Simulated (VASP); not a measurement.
# Ta2N (P-3m1) in VASP: notebook

Runs on Ta2N. Level: PBE. Tasks: single point.

All numbers are computed with VASP 6.6.1; they aren't measurements. Logs are shortened: lines on timing, memory, paths and dates and some standing lists are left out, and cuts for length are marked.

## 1. The cell of the first run

The structure is trigonal, space group P-3m1 (No. 164). Conventional cell: a = 3.113 Å, b = 3.113 Å, c = 4.870 Å, α = 90.00°, β = 90.00°, γ = 120.00°. Within 2.9 Å of Ta (site symmetry 3m) lie 3 N at 2.18 Å. N (site symmetry -3m) has 6 Ta at 2.18 Å within 2.9 Å.

## 2. Single point, PBE

INCAR

```
  ALGO = Normal
  EDIFF = 1E-6
  ENCUT = 600
  GGA = PE
  GGA_COMPAT = False
  ISIF = 2
  ISMEAR = 0
  LASPH = True
  LCHARG = False
  LREAL = False
  LWAVE = False
  NBANDS = 20
  NELM = 120
  PREC = Accurate
  SIGMA = 0.1
```

KPOINTS

```
k-points
0
Gamma
  3 3 2
```

POSCAR

```
Ta2N
1.0
    3.1128615060      0.0000000000      0.0000000000
   -1.5564307530      2.6958171426      0.0000000000
    0.0000000000      0.0000000000      4.8698410000
Ta N
2 1
Direct
    0.6666666667      0.3333333333      0.7452890000
    0.3333333333      0.6666666667      0.2547110000
    0.0000000000      0.0000000000      0.0000000000
```

Potentials or basis: VASP PAW PBE potentials, release 64 (Ta_pv, N).

Command:

```console
> cat potpaw_PBE.64/Ta_pv/POTCAR potpaw_PBE.64/N/POTCAR > POTCAR
> mpirun -np 1 vasp_std > vasp.out
```

OUTCAR:

```text
EDIFF = 1E-6
   ENCUT = 600
   GGA = PE
   ISIF = 2
   ISMEAR = 0
   LASPH = True
   LREAL = False
   NELM = 120
   PREC = Accurate

 ion  position               nearest neighbor table
   1  0.667  0.333  0.745-   3 2.18   3 2.18   3 2.18   2 2.99   2 2.99   2 2.99   2 3.06   2 3.06
                             2 3.06
   2  0.333  0.667  0.255-   3 2.18   3 2.18   3 2.18   1 2.99   1 2.99   1 2.99   1 3.06   1 3.06
                             1 3.06
   3  0.000  0.000  0.000-   1 2.18   2 2.18   2 2.18   1 2.18   1 2.18   2 2.18

  LATTYP: Found a hexagonal cell.
 ALAT       =     3.1128615060
 C/A-ratio  =     1.5644258476

  Lattice vectors:

 A1 = (   3.1128615060,   0.0000000000,   0.0000000000)
 A2 = (  -1.5564307530,   2.6958171426,   0.0000000000)
 A3 = (   0.0000000000,   0.0000000000,   4.8698410000)

Analysis of symmetry for initial positions (statically):
=====================================================================
 Subroutine PRICEL returns:
 Original cell was already a primitive cell.

 Routine SETGRP: Setting up the symmetry group for a
 hexagonal supercell.

 Subroutine GETGRP returns: Found 12 space group operations
 (whereof 12 operations were pure point group operations)
 out of a pool of 24 trial point group operations.

The static configuration has the point symmetry D_3d.

Analysis of symmetry for dynamics (positions and initial velocities):
=====================================================================
 Subroutine PRICEL returns:
 Original cell was already a primitive cell.

 Routine SETGRP: Setting up the symmetry group for a
 hexagonal supercell.

 Subroutine GETGRP returns: Found 12 space group operations
 (whereof 12 operations were pure point group operations)
 out of a pool of 24 trial point group operations.

The dynamic configuration has the point symmetry D_3d.

 Subroutine INISYM returns: Found 12 space group operations
 (whereof 12 operations are pure point group operations),
 and found     1 'primitive' translations

----------------------------------------------------------------------------------------

                                     Primitive cell

  volume of cell :      40.8663
[... 65 lines left out ...]
   ICHARG =      2    charge: 1-file 2-atom 10-const
   ISPIN  =      1    spin polarized calculation?
   LNONCOLLINEAR =      F non collinear calculations
   LSORBIT =      F    spin-orbit coupling
   LASPH  =      T    aspherical Exc in radial PAW
   ENCUT  =  600.0 eV  44.10 Ry    6.64 a.u.   6.22  6.22  9.73*2*pi/ulx,y,z
   NELM   =    120;   NELMIN=  2; NELMDL= -5     # of ELM steps
   EDIFF  = 0.1E-05   stopping-criterion for ELM
   LREAL  =      F    real-space projection
   EDIFFG = 0.1E-04   stopping-criterion for IOM
   NSW    =      0    number of steps for IOM
   IBRION =     -1    ionic relax: 0-MD 1-quasi-New 2-CG
   NFREE  =      0    steps in history (QN), initial steepest desc. (CG)
   ISIF   =      2    stress and relaxation
   ISYM   =      2    0-nonsym 1-usesym 2-fastsym
   POTIM  = 0.5000    time-step for ionic-motion
   TEBEG  =    0.0;   TEEND  =   0.0 temperature during run
   PSTRESS=    0.0 pullay stress
   NELECT =      27.0000    total number of electrons
   NUPDOWN=      -1.0000    fix difference up-down
   EMIN   =  10.00;   EMAX   =-10.00  energy-range for DOS
   EFERMI =   0.00;   METHOD = LEGACY
   ISMEAR =     0;   SIGMA  =   0.10  broadening in eV -4-tet -1-fermi 0-gaus
   EFERMI_NEDOS =   21; number of points for ismear=-14 and -15
   IALGO  =     38    algorithm
   IMIX   =      4    mixing-type and parameters
     AMIX     =   0.40;   BMIX     =  1.00
     AMIX_MAG =   1.60;   BMIX_MAG =  1.00
  volume/ion in A,a.u.               =      13.62        91.93
  Fermi-wavevector in a.u.,A,eV,Ry     =   1.425852  2.694469 27.661374  2.033054
  Thomas-Fermi vector in A             =   2.546192
   LORBIT       =      0    0 simple, 1 ext, 2 COOP (PROOUT), +10 PAW based schemes
   GGA     = PE    functional components
   LHFCALC =     F    Hartree Fock is set to
   AEXX    =    0.0000 exact exchange contribution
   IVDW    =     0    specifies the selected vdW correction
   LEPSILON=     F    determine dielectric tensor
   LRPA    =     F    only Hartree local field effects (RPA)
 non-spin polarized calculation
 Gauss-broadening in eV      SIGMA  =   0.10
  energy-cutoff  :      600.00
  volume of cell :       40.87
 maximum number of plane-waves:      1387
 NGX is ok and might be reduce to    28
   NGX = 13   NGY = 13   NGZ = 19

 number of electron      26.9999997 magnetization

 Free energy of the ion-electron system (eV)
  ---------------------------------------------------
  ext. energy  EPLUGINS =         0.00000000
  ---------------------------------------------------
  free energy    TOTEN  =       -33.90358751 eV

  energy without entropy =      -33.88893135  energy(sigma->0) =      -33.89625943

 E-fermi :   7.7354     XC(G=0): -12.8457

 val. band max:        7.7186710091   @ k =   0.0000   0.0000   0.0000
 cond. band min:       7.7893503740   @ k =   0.0000   0.0000   0.0000
 fundamental gap:      0.0706793649
 Fermi energy:         7.7354006328

 k-point     1 :       0.0000    0.0000    0.0000
  band No.  band energies     occupation
      1     -28.2708      2.00000
      2     -27.5325      2.00000
      3     -27.5325      2.00000
      4     -27.4073      2.00000
      5     -27.4073      2.00000
      6     -27.3200      2.00000
[... 127 lines left out ...]
     19      12.9477      0.00000
     20      13.0028      0.00000

------------------------ aborting loop because EDIFF is reached ----------------------------------------

  FORCE on cell =-STRESS in cart. coord.  units (eV):
  Direction    XX          YY          ZZ          XY          YZ          ZX
  --------------------------------------------------------------------------------------
  -------------------------------------------------------------------------------------
  Total       -1.0486749     -1.0486749      3.8725656      0.0000000      0.0000000      0.0000000
  in kB      -41.1136904    -41.1136904    151.8253725      0.0000000      0.0000000      0.0000000
  external PRESSURE =      23.1993305 kB  Pullay stress =       0.0000000 kB

 VOLUME and BASIS-vectors are now :
 -----------------------------------------------------------------------------
  energy-cutoff  :      600.00
  volume of cell :       40.87
      direct lattice vectors                 reciprocal lattice vectors
     3.112861506  0.000000000  0.000000000     0.321247829  0.185472520  0.000000000
    -1.556430753  2.695817143  0.000000000     0.000000000  0.370945041  0.000000000
     0.000000000  0.000000000  4.869841000     0.000000000  0.000000000  0.205345513

 POSITION                                       TOTAL-FORCE (eV/Angst)
 -----------------------------------------------------------------------------------
      1.55643      0.89861      3.62944        -0.000000      0.000000     -1.679571
     -0.00000      1.79721      1.24040         0.000000     -0.000000      1.679571
      0.00000      0.00000      0.00000        -0.000000      0.000000      0.000000
 -----------------------------------------------------------------------------------
    total drift:                                0.000000     -0.000000     -0.000000

  FREE ENERGIE OF THE ION-ELECTRON SYSTEM (eV)
  ---------------------------------------------------
  free  energy   TOTEN  =       -33.9035875100 eV

  energy  without entropy=      -33.8889313534  energy(sigma->0) =      -33.89625943
```

stdout:

```text
POSCAR found type information on POSCAR TaN
 POSCAR found :  2 types and       3 ions
 scaLAPACK will be used
 LDA part: xc-table for (Slater+PW92), standard interpolation
 POSCAR, INCAR and KPOINTS ok, starting setup
 FFT: planning ... GRIDC
 FFT: planning ... GRID_SOFT
 FFT: planning ... GRID
 WAVECAR not read
 entering main loop
```

Wall time 18 s (1 thread of AMD EPYC 7R43 (Zen 3), shared host); peak memory 0.14 GiB.

Results:

```
Free energy   : -33.9036 eV
Pressure      : 2.3 GPa
Largest force : 1.680 eV/Å
```

Forces in eV/Å, atoms in the order of the input:
```
Ta   0.000  0.000 -1.680
Ta   0.000  0.000  1.680
N    0.000  0.000  0.000
```

Caveat: the k points lie up to 0.78 Å⁻¹ apart; spin-orbit coupling is left out, which moves the levels of the heavy elements; forces of over 1 eV/Å act on the atoms, so gaps and moduli don't describe the material at rest.

## 3. Single point, PBE

INCAR

```
SYSTEM = Ta2N
ALGO = Normal ; EDIFF = 1E-6
ENCUT = 600 ; GGA = PE
GGA_COMPAT = .FALSE. ; ISIF = 2
ISMEAR = -1 ; ISYM = 0
LASPH = .TRUE. ; LCHARG = .FALSE.
LREAL = .FALSE. ; LWAVE = .FALSE.
NBANDS = 20 ; NELM = 120
PREC = Accurate ; SIGMA = 0.012
```

KPOINTS

```
Automatic mesh
0
Gamma
  3 3 2
  0.5 0.5 0
```

POSCAR is that of step 2.

Potentials or basis: VASP PAW PBE potentials, release 64 (Ta_pv, N).

Command:

```console
> cat potpaw_PBE.64/Ta_pv/POTCAR potpaw_PBE.64/N/POTCAR > POTCAR
> mpirun -np 1 vasp_std > vasp.out
```

Run time: 53 s. Hardware: 1 thread of AMD EPYC 7R43 (Zen 3), shared host; peak memory 0.16 GiB.

It converged, with:

```yaml
Free_energy: -34.5432 eV
Pressure: -1.9 GPa
Largest_force: 0.285 eV/Å
```

Forces in eV/Å, atoms in the order of the input:
```
Ta   0.000  0.000 -0.284
Ta   0.000  0.000  0.285
N    0.000  0.000  0.000
```

Stress tensor (GPa, compression positive):
```
-3.16  0.00  0.00
 0.00 -3.16  0.00
 0.00  0.00  0.73
```

Levels at points of the mesh, in eV from the Fermi level:
| k point | band 9 | band 10 | band 11 | band 12 | band 13 | band 14 | band 15 | band 16 | band 17 | band 18 |
| --- | --- | --- | --- | --- | --- | --- | --- | --- | --- | --- |
| (0.50, 0.50, 0.00) | -6.28 | -6.13 | -4.33 | -2.43 | -1.19 | 1.96 | 2.07 | 3.88 | 4.15 | 4.39 |
| (0.50, 0.00, 0.00) | -6.28 | -6.13 | -4.33 | -2.43 | -1.19 | 1.96 | 2.07 | 3.88 | 4.15 | 4.39 |
| (0.00, 0.50, 0.00) | -6.28 | -6.13 | -4.33 | -2.43 | -1.19 | 1.96 | 2.07 | 3.88 | 4.15 | 4.39 |
| (0.50, 0.50, 0.50) | -6.43 | -5.86 | -3.07 | -1.97 | -1.94 | -0.07 | 0.89 | 3.46 | 3.69 | 4.17 |
| (0.50, 0.00, 0.50) | -6.43 | -5.86 | -3.07 | -1.97 | -1.94 | -0.07 | 0.89 | 3.46 | 3.69 | 4.17 |
| (0.00, 0.50, 0.50) | -6.43 | -5.86 | -3.07 | -1.97 | -1.94 | -0.07 | 0.89 | 3.46 | 3.69 | 4.17 |

Caveat: the k points lie up to 0.78 Å⁻¹ apart; spin-orbit coupling is left out, which moves the levels of the heavy elements.
